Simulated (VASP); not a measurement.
# PbS (zincblende type) (F-43m) in VASP: notebook

PbS (zincblende type) is run at these levels: PBE; tasks: single point.

Everything below comes from runs of VASP 6.6.1. Logs are shortened: lines on timing, memory, paths and dates and some standing lists are left out, and cuts for length are marked.

## Step 1: The cell of the first run

The structure is cubic, space group F-43m (No. 216). Conventional cell: a = 6.589 Å, b = 6.589 Å, c = 6.589 Å, α = 90.00°, β = 90.00°, γ = 90.00°. Pb (site symmetry -43m) has 4 S at 2.85 Å within 3.8 Å. Within 3.8 Å of S (site symmetry -43m) lie 4 Pb at 2.85 Å.

## Step 2: Single point, PBE (volume scaled by 0.975)

Contents of INCAR:

```
SYSTEM = PbS
PREC     = Accurate       ! precision mode
ENCUT    = 520            ! plane-wave cutoff, eV
EDIFF    = 1E-7           ! SCF threshold, eV
ISMEAR   = -1             ! smearing method
SIGMA    = 0.03           ! smearing width, eV
LREAL    = .FALSE.        ! projectors in reciprocal space
LASPH    = .TRUE.         ! aspherical terms in the spheres
NELM     = 100            ! most SCF steps
ALGO     = Normal         ! electronic algorithm
ISIF     = 2              ! what is computed and relaxed
LWAVE    = .FALSE.        ! write WAVECAR
LCHARG   = .TRUE.         ! write CHGCAR
GGA      = PE             ! functional
LELF     = .TRUE.         ! ELF
LVHAR    = .TRUE.       
NBANDS   = 17             ! bands
```

Contents of KPOINTS:

```
Automatic mesh
0
G
  11 11 11
  0 0 0
```

Contents of POSCAR:

```
PbS
1.0
    0.0000000000      3.2943222846      3.2943222846
    3.2943222846      0.0000000000      3.2943222846
    3.2943222846      3.2943222846      0.0000000000
Pb S
1 1
Direct
    0.0000000000      0.0000000000      0.0000000000
    0.2500000000      0.2500000000      0.2500000000
```

Potentials or basis: VASP PAW PBE potentials, release 64 (Pb_d, S).

Run with:

```bash
> cat potpaw_PBE.64/Pb_d/POTCAR potpaw_PBE.64/S/POTCAR > POTCAR
> mpirun -np 1 vasp_std > vasp.out
```

OUTCAR:

```text
SYSTEM = PbS
   PREC = Accurate
   ENCUT = 520
   EDIFF = 1E-7
   ISMEAR = -1
   LREAL = .FALSE.
   LASPH = .TRUE.
   NELM = 100
   ISIF = 2
   GGA = PE

 ion  position               nearest neighbor table
   1  0.000  0.000  0.000-   2 2.85   2 2.85   2 2.85   2 2.85
   2  0.250  0.250  0.250-   1 2.85   1 2.85   1 2.85   1 2.85

  LATTYP: Found a face centered cubic cell.
 ALAT       =     6.5886445692

  Lattice vectors:

 A1 = (   0.0000000000,   3.2943222846,   3.2943222846)
 A2 = (   3.2943222846,   0.0000000000,   3.2943222846)
 A3 = (   3.2943222846,   3.2943222846,   0.0000000000)

Analysis of symmetry for initial positions (statically):
=====================================================================
 Subroutine PRICEL returns:
 Original cell was already a primitive cell.

 Routine SETGRP: Setting up the symmetry group for a
 face centered cubic supercell.

 Subroutine GETGRP returns: Found 24 space group operations
 (whereof 24 operations were pure point group operations)
 out of a pool of 48 trial point group operations.

The static configuration has the point symmetry T_d .

Analysis of symmetry for dynamics (positions and initial velocities):
=====================================================================
 Subroutine PRICEL returns:
 Original cell was already a primitive cell.

 Routine SETGRP: Setting up the symmetry group for a
 face centered cubic supercell.

 Subroutine GETGRP returns: Found 24 space group operations
 (whereof 24 operations were pure point group operations)
 out of a pool of 48 trial point group operations.

The dynamic configuration has the point symmetry T_d .

 Subroutine INISYM returns: Found 24 space group operations
 (whereof 24 operations are pure point group operations),
 and found     1 'primitive' translations

----------------------------------------------------------------------------------------

                                     Primitive cell

  volume of cell :      71.5037

  direct lattice vectors                    reciprocal lattice vectors
     0.000000000  3.294322285  3.294322285    -0.151776286  0.151776286  0.151776286
     3.294322285  0.000000000  3.294322285     0.151776286 -0.151776286  0.151776286
     3.294322285  3.294322285  0.000000000     0.151776286  0.151776286 -0.151776286

  length of vectors
     4.658875254  4.658875254  4.658875254     0.262884238  0.262884238  0.262884238

  position of ions in fractional coordinates (direct lattice)
     0.000000000  0.000000000  0.000000000
     0.250000000  0.250000000  0.250000000

  ion indices of the primitive-cell ions
   primitive index   ion index
                 1           1
                 2           2

----------------------------------------------------------------------------------------

 KPOINTS: Automatic mesh

Automatic generation of k-mesh.
 Grid dimensions read from file:
 generate k-points for:   11   11   11

 Generating k-lattice:

  Cartesian coordinates                     Fractional coordinates (reciprocal lattice)
    -0.013797844  0.013797844  0.013797844     0.090909091  0.000000000  0.000000000
     0.013797844 -0.013797844  0.013797844     0.000000000  0.090909091  0.000000000
     0.013797844  0.013797844 -0.013797844     0.000000000  0.000000000  0.090909091

  Length of vectors
     0.023898567  0.023898567  0.023898567

  Shift w.r.t. Gamma in fractional coordinates (k-lattice)
     0.000000000  0.000000000  0.000000000

 Subroutine IBZKPT returns following result:
 ===========================================

 Found     56 irreducible k-points:

 Following reciprocal coordinates:
            Coordinates               Weight
  0.000000  0.000000  0.000000      1.000000
  0.090909  0.000000  0.000000      8.000000
  0.181818  0.000000  0.000000      8.000000
  0.272727  0.000000  0.000000      8.000000
  0.363636  0.000000  0.000000      8.000000
  0.454545  0.000000  0.000000      8.000000
[... 16 lines left out ...]
 -0.272727  0.181818  0.000000     24.000000
 -0.181818  0.181818  0.000000     12.000000
 [... further k-points ...]
   k-points           NKPTS =     56   k-points in BZ     NKDIM =     56   number of bands    NBANDS=     17
   number of dos      NEDOS =    301   number of ions     NIONS =      2
   total plane-waves  NPLWV =  46656
   dimension x,y,z NGX =    36 NGY =   36 NGZ =   36
   dimension x,y,z NGXF=    72 NGYF=   72 NGZF=   72
   ions per type =               1   1
   NGX,Y,Z   is equivalent  to a cutoff of  12.85, 12.85, 12.85 a.u.
   NGXF,Y,Z  is equivalent  to a cutoff of  25.69, 25.69, 25.69 a.u.
 SYSTEM =  PbS
   PREC   = accura    normal or accurate (medium, high low for compatibility)
   ISTART =      0    job   : 0-new  1-cont  2-samecut
   ICHARG =      2    charge: 1-file 2-atom 10-const
   ISPIN  =      1    spin polarized calculation?
   LNONCOLLINEAR =      F non collinear calculations
   LSORBIT =      F    spin-orbit coupling
   LASPH  =      T    aspherical Exc in radial PAW
   ENCUT  =  520.0 eV  38.22 Ry    6.18 a.u.   8.66  8.66  8.66*2*pi/ulx,y,z
   NELM   =    100;   NELMIN=  2; NELMDL= -5     # of ELM steps
   EDIFF  = 0.1E-06   stopping-criterion for ELM
   LREAL  =      F    real-space projection
   EDIFFG = 0.1E-05   stopping-criterion for IOM
   NSW    =      0    number of steps for IOM
   IBRION =     -1    ionic relax: 0-MD 1-quasi-New 2-CG
   NFREE  =      0    steps in history (QN), initial steepest desc. (CG)
   ISIF   =      2    stress and relaxation
   ISYM   =      2    0-nonsym 1-usesym 2-fastsym
   POTIM  = 0.5000    time-step for ionic-motion
   TEBEG  =    0.0;   TEEND  =   0.0 temperature during run
   PSTRESS=    0.0 pullay stress
   NELECT =      20.0000    total number of electrons
   NUPDOWN=      -1.0000    fix difference up-down
   EMIN   =  10.00;   EMAX   =-10.00  energy-range for DOS
   EFERMI =   0.00;   METHOD = LEGACY
   ISMEAR =    -1;   SIGMA  =   0.03  broadening in eV -4-tet -1-fermi 0-gaus
   EFERMI_NEDOS =   21; number of points for ismear=-14 and -15
   IALGO  =     38    algorithm
   IMIX   =      4    mixing-type and parameters
     AMIX     =   0.40;   BMIX     =  1.00
     AMIX_MAG =   1.60;   BMIX_MAG =  1.00
  volume/ion in A,a.u.               =      35.75       241.27
  Fermi-wavevector in a.u.,A,eV,Ry     =   1.070637  2.023210 15.595851  1.146263
  Thomas-Fermi vector in A             =   2.206353
   LORBIT       =      0    0 simple, 1 ext, 2 COOP (PROOUT), +10 PAW based schemes
   GGA     = PE    functional components
   LHFCALC =     F    Hartree Fock is set to
   AEXX    =    0.0000 exact exchange contribution
   IVDW    =     0    specifies the selected vdW correction
   LEPSILON=     F    determine dielectric tensor
   LRPA    =     F    only Hartree local field effects (RPA)
 non-spin polarized calculation
  energy-cutoff  :      520.00
  volume of cell :       71.50
 maximum number of plane-waves:      1944
   NGX = 17   NGY = 17   NGZ = 17

 number of electron      19.9999996 magnetization

 Free energy of the ion-electron system (eV)
  ---------------------------------------------------
  ext. energy  EPLUGINS =         0.00000000
  ---------------------------------------------------
  free energy    TOTEN  =        -8.40299873 eV

  energy without entropy =       -8.40299872  energy(sigma->0) =       -8.40299873

 E-fermi :   3.3293     XC(G=0):  -7.9472

 val. band max:        2.8775216829   @ k =  -0.2727   0.4545   0.1818
 cond. band min:       3.7355768331   @ k =   0.4545   0.4545   0.0000
 fundamental gap:      0.8580551502
 Fermi energy:         3.3292920746

 k-point     1 :       0.0000    0.0000    0.0000
  band No.  band energies     occupation
      1     -13.7227      2.00000
      2     -13.7227      2.00000
      3     -13.7227      2.00000
      4     -13.6854      2.00000
      5     -13.6854      2.00000
      6      -9.7221      2.00000
[... 9 lines left out ...]
     16      11.5411      0.00000
     17      12.5732      0.00000

 k-point     2 :       0.0909    0.0000    0.0000
  band No.  band energies     occupation
      1     -13.7252      2.00000
      2     -13.7216      2.00000
      3     -13.7216      2.00000
      4     -13.6853      2.00000
      5     -13.6853      2.00000
      6      -9.6746      2.00000
[... 9 lines left out ...]
     16      11.1771      0.00000
     17      12.2570      0.00000

 k-point     3 :       0.1818    0.0000    0.0000
  band No.  band energies     occupation
      1     -13.7320      2.00000
      2     -13.7188      2.00000
      3     -13.7188      2.00000
      4     -13.6849      2.00000
      5     -13.6849      2.00000
      6      -9.5401      2.00000
[... 9 lines left out ...]
     16      10.8085      0.00000
     17      11.9514      0.00000

 k-point     4 :       0.2727    0.0000    0.0000
  band No.  band energies     occupation
      1     -13.7409      2.00000
      2     -13.7157      2.00000
      3     -13.7157      2.00000
      4     -13.6838      2.00000
      5     -13.6838      2.00000
      6      -9.3449      2.00000
[... 9 lines left out ...]
     16      10.7656      0.00000
     17      12.3102      0.00000

 k-point     5 :       0.3636    0.0000    0.0000
  band No.  band energies     occupation
      1     -13.7489      2.00000
      2     -13.7136      2.00000
      3     -13.7136      2.00000
      4     -13.6821      2.00000
      5     -13.6821      2.00000
      6      -9.1403      2.00000
[... 9 lines left out ...]
     16      11.0912      0.00000
     17      12.3190      0.00000

 k-point     6 :       0.4545    0.0000    0.0000
  band No.  band energies     occupation
      1     -13.7537      2.00000
      2     -13.7126      2.00000
      3     -13.7126      2.00000
      4     -13.6808      2.00000
      5     -13.6808      2.00000
      6      -9.0031      2.00000
[... 9 lines left out ...]
     16      11.6233      0.00000
     17      11.6426      0.00000
[... 281 lines left out ...]
 k-point    21 :      -0.4545    0.1818    0.0000
  band No.  band energies     occupation
      1     -13.7588      2.00000
      2     -13.7098      2.00000
      3     -13.7069      2.00000
      4     -13.6843      2.00000
      5     -13.6805      2.00000
      6      -8.8801      2.00000
[... 9 lines left out ...]
     16      11.5833      0.00000
     17      12.3164      0.00000

 k-point    22 :      -0.3636    0.1818    0.0000
  band No.  band energies     occupation
      1     -13.7563      2.00000
      2     -13.7105      2.00000
      3     -13.7081      2.00000
      4     -13.6827      2.00000
      5     -13.6827      2.00000
      6      -8.9292      2.00000
[... 9 lines left out ...]
     16      11.4206      0.00000
     17      12.5109      0.00000

 k-point    23 :      -0.2727    0.1818    0.0000
  band No.  band energies     occupation
      1     -13.7511      2.00000
      2     -13.7114      2.00000
      3     -13.7106      2.00000
      4     -13.6850      2.00000
      5     -13.6820      2.00000
      6      -9.0852      2.00000
[... 9 lines left out ...]
     16      11.3922      0.00000
     17      12.6823      0.00000

 k-point    24 :      -0.1818    0.1818    0.0000
  band No.  band energies     occupation
      1     -13.7442      2.00000
      2     -13.7142      2.00000
      3     -13.7131      2.00000
      4     -13.6860      2.00000
      5     -13.6824      2.00000
      6      -9.2773      2.00000
[... 9 lines left out ...]
     16      10.8841      0.00000
     17      13.1054      0.00000

 [... further k-points ...]
[... 5 lines left out ...]
  --------------------------------------------------------------------------------------
  -------------------------------------------------------------------------------------
  Total        0.4202552      0.4202552      0.4202552      0.0000000      0.0000000      0.0000000
  in kB        9.4166290      9.4166290      9.4166290      0.0000000      0.0000000      0.0000000
  external PRESSURE =       9.4166290 kB  Pullay stress =       0.0000000 kB

 VOLUME and BASIS-vectors are now :
 -----------------------------------------------------------------------------
  energy-cutoff  :      520.00
  volume of cell :       71.50
      direct lattice vectors                 reciprocal lattice vectors
     0.000000000  3.294322285  3.294322285    -0.151776286  0.151776286  0.151776286
     3.294322285  0.000000000  3.294322285     0.151776286 -0.151776286  0.151776286
     3.294322285  3.294322285  0.000000000     0.151776286  0.151776286 -0.151776286

 POSITION                                       TOTAL-FORCE (eV/Angst)
 -----------------------------------------------------------------------------------
      0.00000      0.00000      0.00000        -0.000000      0.000000      0.000000
      1.64716      1.64716      1.64716         0.000000     -0.000000     -0.000000
 -----------------------------------------------------------------------------------
    total drift:                                0.000000      0.000000      0.000000

  FREE ENERGIE OF THE ION-ELECTRON SYSTEM (eV)
  ---------------------------------------------------
  free  energy   TOTEN  =        -8.4029987331 eV

  energy  without entropy=       -8.4029987217  energy(sigma->0) =       -8.40299873
```

Run time: 2.9 min. Hardware: 1 thread of AMD EPYC 7R13, shared host; peak memory 0.21 GiB.

What came out:

```
Free energy            : -8.4030 eV
Pressure               : 0.9 GPa
Band gap on the k mesh : 0.86 eV, indirect (least direct gap 1.28 eV)
```

Caveat: the cell differs from its parent crystal (volume scaled by 0.975); spin-orbit coupling is left out, which moves the levels of the heavy elements.

## Step 3: Single point, PBE

This run uses another cell than the first one, of 36.67 Å³/atom, 1.026 times its volume.

Contents of INCAR:

```
PREC = Accurate
ENCUT = 520
EDIFF = 1E-7
ISMEAR = -1
SIGMA = 0.03
LREAL = False
LASPH = True
NELM = 80
ALGO = Normal
ISIF = 2
LWAVE = False
LCHARG = False
GGA = PE
NBANDS = 17
```

Contents of KPOINTS:

```
regular mesh
0
Gamma
  11 11 11
```

Contents of POSCAR:

```
PbS
1.0
    0.0000000000      3.3222416012      3.3222416012
    3.3222416012      0.0000000000      3.3222416012
    3.3222416012      3.3222416012      0.0000000000
Pb S
1 1
Direct
    0.0000000000      0.0000000000      0.0000000000
    0.2500000000      0.2500000000      0.2500000000
```

Potentials or basis: VASP PAW PBE potentials, release 64 (Pb_d, S).

Run with:

```bash
> cat potpaw_PBE.64/Pb_d/POTCAR potpaw_PBE.64/S/POTCAR > POTCAR
> mpirun -np 1 vasp_std > vasp.out
```

Run time: 2.7 min. Hardware: 1 thread of AMD EPYC 7R13, shared host; peak memory 0.21 GiB.

The run converged. Its results:

| Quantity | Value |
| --- | --- |
| Free energy | -8.4088 eV |
| Pressure | 0.0 GPa |
| Band gap on the k mesh | 0.92 eV, indirect (least direct gap 1.32 eV) |

Levels at points of the mesh, in eV from the valence-band top:
| k point | band 6 | band 7 | band 8 | band 9 | band 10 | band 11 | band 12 | band 13 | band 14 | band 15 |
| --- | --- | --- | --- | --- | --- | --- | --- | --- | --- | --- |
| (0.00, 0.00, 0.00) | -12.43 | -5.93 | -1.61 | -1.61 | -1.61 | 2.55 | 2.55 | 2.55 | 5.34 | 8.67 |

Caveat: spin-orbit coupling is left out, which moves the levels of the heavy elements. A k mesh can miss the band edges.

## Step 4: Single point, PBE

This run uses another cell than the first one, of 36.67 Å³/atom, 1.026 times its volume.

Contents of INCAR:

```
SYSTEM = PbS
PREC = Accurate
ENCUT = 520
EDIFF = 1E-7
ISMEAR = -1
SIGMA = 0.03
LREAL = .FALSE.
LASPH = .TRUE.
NELM = 80
ALGO = Normal
ISIF = 2
LWAVE = .FALSE.
LCHARG = .FALSE.
GGA = PE
NBANDS = 17
```

Contents of KPOINTS:

```
Automatic mesh
0
G
  11 11 11
  0 0 0
```

POSCAR is that of step 3.

Run with:

```bash
> cat potpaw_PBE.64/Pb_d/POTCAR potpaw_PBE.64/S/POTCAR > POTCAR
> mpirun -np 1 vasp_std > vasp.out
```

Wall time 2.6 min (1 thread of AMD EPYC 7R13, shared host); peak memory 0.21 GiB.

Results (log left out):

* Free energy: -8.4088 eV
* Pressure: 0.0 GPa
* Band gap on the k mesh: 0.92 eV, indirect (least direct gap 1.32 eV)

Levels at points of the mesh, in eV from the valence-band top:
```csv
k point,band 7,band 8,band 9,band 10,band 11,band 12,band 13,band 14
"(0.00, 0.00, 0.00)",-5.93,-1.61,-1.61,-1.61,2.55,2.55,2.55,5.34
```

Caveat: spin-orbit coupling is left out, which moves the levels of the heavy elements.

## Step 5: Single point, PBE (volume scaled by 1.025)

Contents of INCAR:

```
PREC     = Accurate       # precision mode
ENCUT    = 520            # plane-wave cutoff, eV
EDIFF    = 1E-6           # SCF threshold, eV
ISMEAR   = -1             # smearing method
SIGMA    = 0.03           # smearing width, eV
LREAL    = False          # projectors in reciprocal space
LASPH    = True           # aspherical terms in the spheres
NELM     = 80             # most SCF steps
ALGO     = Normal         # electronic algorithm
ISIF     = 2              # what is computed and relaxed
LWAVE    = False          # write WAVECAR
LCHARG   = False          # write CHGCAR
GGA      = PE             # functional
NBANDS   = 17             # bands
```

Contents of KPOINTS:

```
Automatic mesh
0
Gamma
  11 11 11
```

Contents of POSCAR:

```
PbS
1.0
    0.0000000000      3.3496993885      3.3496993885
    3.3496993885      0.0000000000      3.3496993885
    3.3496993885      3.3496993885      0.0000000000
Pb S
1 1
Direct
    0.0000000000      0.0000000000      0.0000000000
    0.2500000000      0.2500000000      0.2500000000
```

Run with:

```bash
> cat potpaw_PBE.64/Pb_d/POTCAR potpaw_PBE.64/S/POTCAR > POTCAR
> mpirun -np 1 vasp_std > vasp.out
```

Wall time 2.7 min (1 thread of AMD EPYC 7R13, shared host); peak memory 0.21 GiB.

The run converged. Its results:

| Quantity | Value |
| --- | --- |
| Free energy | -8.4045 eV |
| Pressure | -0.8 GPa |
| Band gap on the k mesh | 0.97 eV, indirect (least direct gap 1.35 eV) |

Levels at points of the mesh, in eV from the valence-band top:
| k point | band 6 | band 7 | band 8 | band 9 | band 10 | band 11 | band 12 | band 13 | band 14 | band 15 |
| --- | --- | --- | --- | --- | --- | --- | --- | --- | --- | --- |
| (0.00, 0.00, 0.00) | -12.28 | -5.99 | -1.53 | -1.53 | -1.53 | 2.56 | 2.56 | 2.56 | 5.33 | 8.67 |

Caveat: the cell differs from its parent crystal (volume scaled by 1.025); spin-orbit coupling is left out, which moves the levels of the heavy elements. A k mesh can miss the band edges.

[end of part 1 of 2]
